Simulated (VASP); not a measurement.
# ZrB2 (P6/mmm) in VASP: a series of runs, part 2 of 2

VASP 6.6.1. Earlier steps stand in the parts before.

## 3. Single point, r2SCAN+rVV10

This run uses another cell than the first one, of 10.04 Å³/atom.

Contents of POSCAR:

```
ZrB2
1.0
    3.1487241912      0.0000000000      0.0000000000
   -1.5743620956      2.7268751391      0.0000000000
    0.0000000000      0.0000000000      3.5092878761
Zr B
1 2
Direct
    0.0000000000      0.0000000000      0.0000000000
    0.6666666667      0.3333333333      0.5000000000
    0.3333333333      0.6666666667      0.5000000000
```

Contents of INCAR.step1:

```
ALGO     = Normal         # electronic algorithm
EDIFF    = 1E-4           # SCF threshold, eV
ENCUT    = 520            # plane-wave cutoff, eV
GGA      = PE             # functional
ISMEAR   = -1             # smearing method
LASPH    = True           # aspherical terms in the spheres
LCHARG   = False          # write CHGCAR
LREAL    = False          # projectors in reciprocal space
LWAVE    = True           # write WAVECAR
NBANDS   = 16             # bands
NELM     = 60             # most SCF steps
PREC     = Accurate       # precision mode
SIGMA    = 0.05           # smearing width, eV
```

Contents of INCAR.step2:

```
ALGO     = Normal         # electronic algorithm
BPARAM   = 11.95        
CPARAM   = 0.0093       
EDIFF    = 1E-7           # SCF threshold, eV
ENCUT    = 520            # plane-wave cutoff, eV
ISIF     = 2              # what is computed and relaxed
ISMEAR   = -1             # smearing method
ISTART   = 1            
IVDW_NL  = 2            
LASPH    = True           # aspherical terms in the spheres
LCHARG   = True           # write CHGCAR
LELF     = True           # ELF
LMIXTAU  = True         
LREAL    = False          # projectors in reciprocal space
LUSE_VDW = True         
LVHAR    = True         
LWAVE    = False          # write WAVECAR
METAGGA  = R2SCAN         # meta-GGA
NBANDS   = 16             # bands
NELM     = 60             # most SCF steps
PREC     = Accurate       # precision mode
SIGMA    = 0.05           # smearing width, eV
```

Contents of KPOINTS:

```
k-points
0
Gamma
  10 10 8
```

Potentials or basis: VASP PAW PBE potentials, release 64 (Zr_sv, B).

The run is started by

```console
$ cat potpaw_PBE.64/Zr_sv/POTCAR potpaw_PBE.64/B/POTCAR > POTCAR
$ cp INCAR.step1 INCAR
$ mpirun -np 1 vasp_std > vasp.out
$ cp INCAR.step2 INCAR
$ mpirun -np 1 vasp_std > vasp.out
```

OUTCAR:

```text
BPARAM = 11.95
   EDIFF = 1E-7
   ENCUT = 520
   ISIF = 2
   ISMEAR = -1
   ISTART = 1
   IVDW_NL = 2
   LASPH = True
   LREAL = False
   METAGGA = R2SCAN
   NELM = 60
   PREC = Accurate

 ion  position               nearest neighbor table
   1  0.000  0.000  0.000-   2 2.53   3 2.53   2 2.53   3 2.53   2 2.53   2 2.53   3 2.53   3 2.53
                             2 2.53   2 2.53   3 2.53   3 2.53
   2  0.667  0.333  0.500-   3 1.82   3 1.82   3 1.82   1 2.53   1 2.53   1 2.53   1 2.53   1 2.53
                             1 2.53
   3  0.333  0.667  0.500-   2 1.82   2 1.82   2 1.82   1 2.53   1 2.53   1 2.53   1 2.53   1 2.53
[... 659 lines left out ...]
  --------------------------------------------------------------------------------------
  -------------------------------------------------------------------------------------
  Total        0.8768391      0.8768391      1.2294807      0.0000000     -0.0000000     -0.0000000
  in kB       46.6242221     46.6242221     65.3752623      0.0000000     -0.0000000     -0.0000000
  external PRESSURE =      52.8745688 kB  Pullay stress =       0.0000000 kB

 VOLUME and BASIS-vectors are now :
 -----------------------------------------------------------------------------
  energy-cutoff  :      520.00
  volume of cell :       30.13
      direct lattice vectors                 reciprocal lattice vectors
     3.148724191  0.000000000  0.000000000     0.317588947  0.183360064  0.000000000
    -1.574362096  2.726875139  0.000000000     0.000000000  0.366720128  0.000000000
     0.000000000  0.000000000  3.509287876     0.000000000  0.000000000  0.284958098

 POSITION                                       TOTAL-FORCE (eV/Angst)
 -----------------------------------------------------------------------------------
      0.00000      0.00000      0.00000        -0.000000      0.000000      0.000000
      1.57436      0.90896      1.75464         0.000000     -0.000000      0.000000
     -0.00000      1.81792      1.75464        -0.000000      0.000000      0.000000
 -----------------------------------------------------------------------------------
    total drift:                               -0.000000      0.000000     -0.000000

  FREE ENERGIE OF THE ION-ELECTRON SYSTEM (eV)
  ---------------------------------------------------
  free  energy   TOTEN  =       -40.4253252129 eV

  energy  without entropy=      -40.4225742730  energy(sigma->0) =      -40.42394974
```

OUTCAR.step1:

```text
EDIFF = 1E-4
   ENCUT = 520
   GGA = PE
   ISMEAR = -1
   LASPH = True
   LREAL = False
[... 683 lines left out ...]
      0.00000      0.00000      0.00000         0.000000      0.000000     -0.000000
      1.57436      0.90896      1.75464        -0.000000      0.000000     -0.000000
     -0.00000      1.81792      1.75464         0.000000      0.000000      0.000000
 -----------------------------------------------------------------------------------
    total drift:                               -0.000000      0.000000     -0.000000

  FREE ENERGIE OF THE ION-ELECTRON SYSTEM (eV)
  ---------------------------------------------------
  free  energy   TOTEN  =       -24.9621927301 eV

  energy  without entropy=      -24.9594102275  energy(sigma->0) =      -24.96080148
```

OSZICAR.step1:

```text
N       E                     dE             d eps       ncg     rms          rms(c)
DAV:   1     0.104835917823E+03    0.10484E+03   -0.97481E+03  2240   0.113E+03
DAV:   2    -0.235479528107E+02   -0.12838E+03   -0.12295E+03  2968   0.291E+02
DAV:   3    -0.276184593302E+02   -0.40705E+01   -0.40436E+01  3312   0.450E+01
DAV:   4    -0.276688482266E+02   -0.50389E-01   -0.50377E-01  2832   0.474E+00
DAV:   5    -0.276698268792E+02   -0.97865E-03   -0.97864E-03  3312   0.450E-01    0.225E+01
DAV:   6    -0.250087777354E+02    0.26610E+01   -0.58208E+00  2872   0.163E+01    0.911E+00
DAV:   7    -0.249629461391E+02    0.45832E-01   -0.64636E-01  3104   0.506E+00    0.330E+00
DAV:   8    -0.249670225810E+02   -0.40764E-02   -0.10371E-01  2656   0.262E+00    0.415E-01
DAV:   9    -0.249624829189E+02    0.45397E-02   -0.21432E-02  2736   0.110E+00    0.210E-01
DAV:  10    -0.249621840399E+02    0.29888E-03   -0.15591E-03  2608   0.363E-01    0.382E-02
DAV:  11    -0.249621927301E+02   -0.86902E-05   -0.55472E-05  1608   0.741E-02
   1 F= -.24962193E+02 E0= -.24960801E+02  d E =-.278250E-02
```

Run time: 3.5 min. Hardware: 1 thread of Intel Xeon 8259CL, shared host; peak memory 0.25 GiB.

Results:

* Free energy: -40.4253 eV
* Pressure: 5.3 GPa
* Band gap on the k mesh: zero (bands 9 and 10 overlap by 0.89 eV)

Caveat: the cell stands under pressure; the PAW data sets were made with another functional, which shifts forces and pressure a little.
